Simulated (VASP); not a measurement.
# HfCo (Pm-3m) in VASP: a series of runs

The runs below take HfCo through vibrations by perturbation theory, with LDA.

Program: VASP 6.6.1. These are calculated values, not measurements. Logs are shortened: lines on timing, memory, paths and dates and some standing lists are left out, and cuts for length are marked.

### 1 The cell of the first run

The structure is cubic, space group Pm-3m (No. 221). The conventional cell has a = 3.038 Å, b = 3.038 Å, c = 3.038 Å, α = 90.00°, β = 90.00°, γ = 90.00°. Within 3.5 Å of Hf (site symmetry m-3m) lie 8 Co at 2.63 Å and 6 Hf at 3.04 Å. Co (site symmetry m-3m) has 8 Hf at 2.63 Å and 6 Co at 3.04 Å within 3.5 Å.

### 2 Vibrations by perturbation theory, LDA

Input file INCAR:

```
ALGO = Fast ; EDIFF = 1E-8
ENCUT = 520 ; GGA = CA
IBRION = 8 ; ISIF = 2
ISMEAR = -1 ; LASPH = True
LCHARG = False ; LREAL = False
LWAVE = False ; NELM = 100
NSW = 1 ; PREC = Accurate
SIGMA = 0.15
```

Input file KPOINTS:

```
k-points
0
Gamma
  14 14 14
```

Input file POSCAR:

```
HfCo
1.0
    3.0383761470      0.0000000000      0.0000000000
    0.0000000000      3.0383761470      0.0000000000
    0.0000000000      0.0000000000      3.0383761470
Hf Co
1 1
Direct
    0.5000000000      0.5000000000      0.5000000000
    0.0000000000      0.0000000000      0.0000000000
```

Potentials or basis: VASP PAW LDA potentials, release 64 (Hf_pv, Co).

Run with:

```console
$ cat potpaw_LDA.64/Hf_pv/POTCAR potpaw_LDA.64/Co/POTCAR > POTCAR
$ mpirun -np 1 vasp_std > vasp.out
```

OUTCAR:

```text
EDIFF = 1E-8
   ENCUT = 520
   GGA = CA
   IBRION = 8
   ISIF = 2
   ISMEAR = -1
   LASPH = True
   LREAL = False
   NELM = 100
   NSW = 1
   PREC = Accurate

 ion  position               nearest neighbor table
   1  0.500  0.500  0.500-   2 2.63   2 2.63   2 2.63   2 2.63   2 2.63   2 2.63   2 2.63   2 2.63

   2  0.000  0.000  0.000-   1 2.63   1 2.63   1 2.63   1 2.63   1 2.63   1 2.63   1 2.63   1 2.63

  LATTYP: Found a simple cubic cell.
 ALAT       =     3.0383761470

  Lattice vectors:

 A1 = (   3.0383761470,   0.0000000000,   0.0000000000)
 A2 = (   0.0000000000,   3.0383761470,   0.0000000000)
 A3 = (   0.0000000000,   0.0000000000,   3.0383761470)

Analysis of symmetry for initial positions (statically):
=====================================================================
 Subroutine PRICEL returns:
 Original cell was already a primitive cell.

 Routine SETGRP: Setting up the symmetry group for a
 simple cubic supercell.

 Subroutine GETGRP returns: Found 48 space group operations
 (whereof 48 operations were pure point group operations)
 out of a pool of 48 trial point group operations.

The static configuration has the point symmetry O_h .

Analysis of symmetry for dynamics (positions and initial velocities):
=====================================================================
 Subroutine PRICEL returns:
 Original cell was already a primitive cell.

 Routine SETGRP: Setting up the symmetry group for a
 simple cubic supercell.

 Subroutine GETGRP returns: Found 48 space group operations
 (whereof 48 operations were pure point group operations)
 out of a pool of 48 trial point group operations.

The dynamic configuration has the point symmetry O_h .

 Subroutine INISYM returns: Found 48 space group operations
 (whereof 48 operations are pure point group operations),
 and found     1 'primitive' translations

----------------------------------------------------------------------------------------

                                     Primitive cell

  volume of cell :      28.0495

  direct lattice vectors                    reciprocal lattice vectors
     3.038376147  0.000000000  0.000000000     0.329123174  0.000000000  0.000000000
     0.000000000  3.038376147  0.000000000     0.000000000  0.329123174  0.000000000
     0.000000000  0.000000000  3.038376147     0.000000000  0.000000000  0.329123174

  length of vectors
     3.038376147  3.038376147  3.038376147     0.329123174  0.329123174  0.329123174

  position of ions in fractional coordinates (direct lattice)
     0.500000000  0.500000000  0.500000000
     0.000000000  0.000000000  0.000000000

  ion indices of the primitive-cell ions
   primitive index   ion index
                 1           1
                 2           2

----------------------------------------------------------------------------------------

 KPOINTS: k-points

Automatic generation of k-mesh.
 Grid dimensions read from file:
 generate k-points for:   14   14   14

 Generating k-lattice:

  Cartesian coordinates                     Fractional coordinates (reciprocal lattice)
     0.023508798  0.000000000  0.000000000     0.071428571  0.000000000  0.000000000
     0.000000000  0.023508798  0.000000000     0.000000000  0.071428571  0.000000000
     0.000000000  0.000000000  0.023508798     0.000000000  0.000000000  0.071428571

  Length of vectors
     0.023508798  0.023508798  0.023508798

[... 79 lines left out ...]
   LHFCALC =     F    Hartree Fock is set to
   AEXX    =    0.0000 exact exchange contribution
   IVDW    =     0    specifies the selected vdW correction
   LEPSILON=     F    determine dielectric tensor
   LRPA    =     F    only Hartree local field effects (RPA)
 non-spin polarized calculation
 RMM-DIIS sequential band-by-band and
  energy-cutoff  :      520.00
  volume of cell :       28.05
 maximum number of plane-waves:       772
 NGX is ok and might be reduce to    24
   NGX = 11   NGY = 11   NGZ = 11

--------------------------------------- Ionic step        1  -------------------------------------------

 number of electron      19.0000003 magnetization

 Free energy of the ion-electron system (eV)
  ---------------------------------------------------
  ext. energy  EPLUGINS =         0.00000000
  ---------------------------------------------------
  free energy    TOTEN  =       -19.77553584 eV

  energy without entropy =      -19.63340799  energy(sigma->0) =      -19.70447192

 E-fermi :   8.1809     XC(G=0): -13.1162

 val. band max:        8.1742194327   @ k =   0.5000   0.4286   0.2143
 cond. band min:       8.1836126268   @ k =   0.4286   0.1429   0.0000
 fundamental gap:      0.0093931941
 Fermi energy:         8.1808650601

 k-point     1 :       0.0000    0.0000    0.0000
  band No.  band energies     occupation
      1     -21.7491      2.00000
      2     -21.7491      2.00000
      3     -21.7491      2.00000
      4      -0.3898      2.00000
      5       3.8158      2.00000
      6       3.8158      2.00000
      7       6.6188      1.99994
      8       6.6188      1.99994
      9       6.6188      1.99994
     10       9.3869      0.00064
     11       9.3869      0.00064
     12      14.1432      0.00000
     13      14.1433      0.00000
[... 354 lines left out ...]
  band No.  band energies     occupation
      1     -22.2975      2.00000
      2     -21.9725      2.00000
      3     -21.6790      2.00000
      4       2.7894      2.00000
      5       4.5362      2.00000
      6       5.6783      2.00000
      7       6.0852      2.00000
      8       6.4808      1.99998
      9       6.5757      1.99995
     10       8.4122      0.35250
     11       8.9051      0.01588
     12      10.1042      0.00001
     13      11.0777      0.00000

 [... further k-points ...]
[... 5 lines left out ...]
  --------------------------------------------------------------------------------------
  -------------------------------------------------------------------------------------
  Total        1.2933197      1.2933197      1.2933197     -0.0000000      0.0000000      0.0000000
  in kB       73.8740429     73.8740429     73.8740429     -0.0000000      0.0000000      0.0000000
  external PRESSURE =      73.8740429 kB  Pullay stress =       0.0000000 kB

 VOLUME and BASIS-vectors are now :
 -----------------------------------------------------------------------------
  energy-cutoff  :      520.00
  volume of cell :       28.05
      direct lattice vectors                 reciprocal lattice vectors
     3.038376147  0.000000000  0.000000000     0.329123174  0.000000000  0.000000000
     0.000000000  3.038376147  0.000000000     0.000000000  0.329123174  0.000000000
     0.000000000  0.000000000  3.038376147     0.000000000  0.000000000  0.329123174

 POSITION                                       TOTAL-FORCE (eV/Angst)
 -----------------------------------------------------------------------------------
      1.51919      1.51919      1.51919         0.000000      0.000000      0.000000
      0.00000      0.00000      0.00000         0.000000      0.000000      0.000000
 -----------------------------------------------------------------------------------
    total drift:                                0.000000      0.000000     -0.000000

  FREE ENERGIE OF THE ION-ELECTRON SYSTEM (eV)
  ---------------------------------------------------
  free  energy   TOTEN  =       -19.7755358392 eV

  energy  without entropy=      -19.6334079939  energy(sigma->0) =      -19.70447192

[... ionic steps 2 to 3 ...]

--------------------------------------- Ionic step        4  -------------------------------------------

------------------------ aborting loop because EDIFF is reached ----------------------------------------

[... ionic steps 5 to 6 ...]

--------------------------------------- Ionic step        7  -------------------------------------------

 Free energy of the ion-electron system (eV)
  ---------------------------------------------------
  ---------------------------------------------------
  free energy    TOTEN  =        -0.17012823 eV

  energy without entropy =       -0.17012814

------------------------ aborting loop because EDIFF is reached ----------------------------------------

 INTERNAL STRAIN TENSOR  FOR ION    2  DIRECTION 1   (eV/Angst):
 -----------------------------------------------------------------------------
     0.10914 -0.00000  0.00000
    -0.00000 -0.03398  0.00000
     0.00000  0.00000 -0.03398

 INTERNAL STRAIN TENSOR FOR ION    2 for displacements in x,y,z  (eV/Angst):
          X           Y           Z          XY          YZ          ZX
  --------------------------------------------------------------------------------
  x     0.00000     0.00000     0.00000     0.00000     0.00000     0.00000
  y     0.00000     0.00000     0.00000     0.00000     0.00000     0.00000
  z     0.00000     0.00000     0.00000     0.00000     0.00000     0.00000

 SECOND DERIVATIVES (NOT SYMMETRIZED)
 ------------------------------------
               1X          1Y          1Z          2X          2Y          2Z
  1X    -5.823241    0.000000   -0.000000    5.823241   -0.000000    0.000000
  1Y     0.000000   -5.823241    0.000000   -0.000000    5.823241   -0.000000
  1Z     0.000000    0.000000   -5.823241   -0.000000   -0.000000    5.823241
  2X     5.812721    0.000000    0.000000   -5.812721    0.000000    0.000000
  2Y     0.000000    5.812721    0.000000    0.000000   -5.812721    0.000000
  2Z     0.000000    0.000000    5.812721    0.000000    0.000000   -5.812721

 Eigenvectors and eigenvalues of the dynamical matrix
 ----------------------------------------------------

   1 f  =    5.663869 THz    35.587138 2PiTHz  188.926332 cm-1    23.423869 meV
             X         Y         Z           dx          dy          dz
      1.519188  1.519188  1.519188    -0.000000   -0.498555   -0.000000
      0.000000  0.000000  0.000000     0.000000    0.866858    0.000000
[... 21 lines left out ...]
   6 f/i=    0.002213 THz     0.013905 2PiTHz    0.073819 cm-1     0.009152 meV
             X         Y         Z           dx          dy          dz
      1.519188  1.519188  1.519188    -0.000000    0.313305   -0.808259
      0.000000  0.000000  0.000000     0.000000    0.180190   -0.464853

--------------------------------------------------------------------------------------------------------

 ELASTIC MODULI CONTR FROM IONIC RELAXATION (kBar)
 Direction    XX          YY          ZZ          XY          YZ          ZX
 --------------------------------------------------------------------------------
 XX           0.0000      0.0000      0.0000      0.0000      0.0000      0.0000
 YY           0.0000      0.0000      0.0000      0.0000      0.0000      0.0000
 ZZ           0.0000      0.0000      0.0000      0.0000      0.0000      0.0000
 XY           0.0000      0.0000      0.0000      0.0000      0.0000      0.0000
 YZ           0.0000      0.0000      0.0000      0.0000      0.0000      0.0000
 ZX           0.0000      0.0000      0.0000      0.0000      0.0000      0.0000
 --------------------------------------------------------------------------------
```

Run time: 1.7 min. Hardware: 1 thread of Intel Xeon 6975P-C (Granite Rapids), shared host; peak memory 0.39 GiB.

Results:

| Item | Value |
| --- | --- |
| Highest phonon frequency at Γ, LO-TO splitting left out | 189 cm⁻¹ |

Phonon frequencies in cm⁻¹ (negative: imaginary):
| q point | frequencies |
| --- | --- |
| (0.000, 0.000, 0.000) | 0 0 0 189 189 189 |

Caveat: the cell wasn't relaxed at this level first, which shifts response properties; spin-orbit coupling is left out, which moves the levels of the heavy elements. Spin polarisation is off, so any magnetic state and its effect on volume and gap are missing.

### 3 Vibrations by perturbation theory, LDA

This run uses another cell than the first one, of 14.58 Å³/atom, 1.040 times its volume.

Input file INCAR:

```
ALGO     = Normal         # electronic algorithm
EDIFF    = 1E-8           # SCF threshold, eV
ENCUT    = 520            # plane-wave cutoff, eV
GGA      = CA             # functional
IBRION   = 8              # ionic algorithm
ISIF     = 2              # what is computed and relaxed
ISMEAR   = -1             # smearing method
LASPH    = True           # aspherical terms in the spheres
LCHARG   = False          # write CHGCAR
LREAL    = False          # projectors in reciprocal space
LWAVE    = False          # write WAVECAR
NBANDS   = 16             # bands
NELM     = 60             # most SCF steps
NSW      = 1              # ionic steps
PREC     = Accurate       # precision mode
SIGMA    = 0.15           # smearing width, eV
```

KPOINTS is that of step 2.

Input file POSCAR:

```
HfCo
1.0
    3.0778810921      0.0000000000      0.0000000000
    0.0000000000      3.0778810921      0.0000000000
    0.0000000000      0.0000000000      3.0778810921
Hf Co
1 1
Direct
    0.5000000000      0.5000000000      0.5000000000
    0.0000000000      0.0000000000      0.0000000000
```

Potentials or basis: VASP PAW LDA potentials, release 64 (Hf_pv, Co).

Run with:

```console
$ cat potpaw_LDA.64/Hf_pv/POTCAR potpaw_LDA.64/Co/POTCAR > POTCAR
$ mpirun -np 1 vasp_std > vasp.out
```

OUTCAR:

```text
EDIFF = 1E-8
   ENCUT = 520
   GGA = CA
   IBRION = 8
   ISIF = 2
   ISMEAR = -1
   LASPH = True
   LREAL = False
   NELM = 60
   NSW = 1
   PREC = Accurate

 ion  position               nearest neighbor table
   1  0.500  0.500  0.500-   2 2.67   2 2.67   2 2.67   2 2.67   2 2.67   2 2.67   2 2.67   2 2.67

   2  0.000  0.000  0.000-   1 2.67   1 2.67   1 2.67   1 2.67   1 2.67   1 2.67   1 2.67   1 2.67

  LATTYP: Found a simple cubic cell.
 ALAT       =     3.0778810921

  Lattice vectors:

[... 711 lines left out ...]
               1X          1Y          1Z          2X          2Y          2Z
  1X    -4.818562   -0.000000    0.000000    4.818562    0.000000   -0.000000
  1Y    -0.000000   -4.818562   -0.000000    0.000000    4.818562    0.000000
  1Z    -0.000000   -0.000000   -4.818562    0.000000    0.000000    4.818562
  2X     4.836001   -0.000000    0.000000   -4.836001    0.000000   -0.000000
  2Y    -0.000000    4.836001   -0.000000    0.000000   -4.836001    0.000000
  2Z    -0.000000   -0.000000    4.836001    0.000000    0.000000   -4.836001

 Eigenvectors and eigenvalues of the dynamical matrix
 ----------------------------------------------------

   1 f  =    5.162675 THz    32.438041 2PiTHz  172.208288 cm-1    21.351097 meV
             X         Y         Z           dx          dy          dz
      1.538941  1.538941  1.538941     0.497540   -0.000000    0.000000
      0.000000  0.000000  0.000000    -0.867441    0.000000    0.000000
[... 21 lines left out ...]
   6 f/i=    0.004025 THz     0.025287 2PiTHz    0.134247 cm-1     0.016645 meV
             X         Y         Z           dx          dy          dz
      1.538941  1.538941  1.538941    -0.755314    0.426561    0.000000
      0.000000  0.000000  0.000000    -0.433227    0.244664    0.000000

--------------------------------------------------------------------------------------------------------

 ELASTIC MODULI CONTR FROM IONIC RELAXATION (kBar)
 Direction    XX          YY          ZZ          XY          YZ          ZX
 --------------------------------------------------------------------------------
 XX           0.0000      0.0000      0.0000      0.0000      0.0000      0.0000
 YY           0.0000      0.0000      0.0000      0.0000      0.0000      0.0000
 ZZ           0.0000      0.0000      0.0000      0.0000      0.0000      0.0000
 XY           0.0000      0.0000      0.0000      0.0000      0.0000      0.0000
 YZ           0.0000      0.0000      0.0000      0.0000      0.0000      0.0000
 ZX           0.0000      0.0000      0.0000      0.0000      0.0000      0.0000
 --------------------------------------------------------------------------------
```

OSZICAR:

```text
N       E                     dE             d eps       ncg     rms          rms(c)
DAV:   1     0.713975101339E+02    0.71398E+02   -0.92568E+03  3880   0.127E+03
DAV:   2    -0.182976264923E+02   -0.89695E+02   -0.84077E+02  4376   0.271E+02
DAV:   3    -0.213011752282E+02   -0.30035E+01   -0.29565E+01  4776   0.485E+01
[... 57 lines left out ...]
RMM:  10    -0.169960819042E+00   -0.10716E-06   -0.16622E-08 15971   0.286E-04    0.895E-05
RMM:  11    -0.169960531801E+00    0.28724E-06   -0.16070E-08 16313   0.117E-04    0.299E-05
RMM:  12    -0.169960593424E+00   -0.61622E-07   -0.15354E-08 17126   0.516E-05    0.846E-06
RMM:  13    -0.169960611177E+00   -0.17754E-07   -0.58520E-09 16847   0.333E-05    0.233E-06
RMM:  14    -0.169960610537E+00    0.63990E-09   -0.11119E-08 16039   0.278E-05    0.103E-06
 Linear response finished
```

It took 2.3 min on 1 thread of Intel Xeon 6975P-C (Granite Rapids), shared host; peak memory 0.4 GiB.

What came out:

```
Highest phonon frequency at Γ, LO-TO splitting left out : 172 cm⁻¹
```

Phonon frequencies in cm⁻¹ (negative: imaginary):
| q point | frequencies |
| --- | --- |
| (0.000, 0.000, 0.000) | 0 0 0 172 172 172 |

Caveat: spin-orbit coupling is left out, which moves the levels of the heavy elements. Spin polarisation is off, so any magnetic state and its effect on volume and gap are missing.
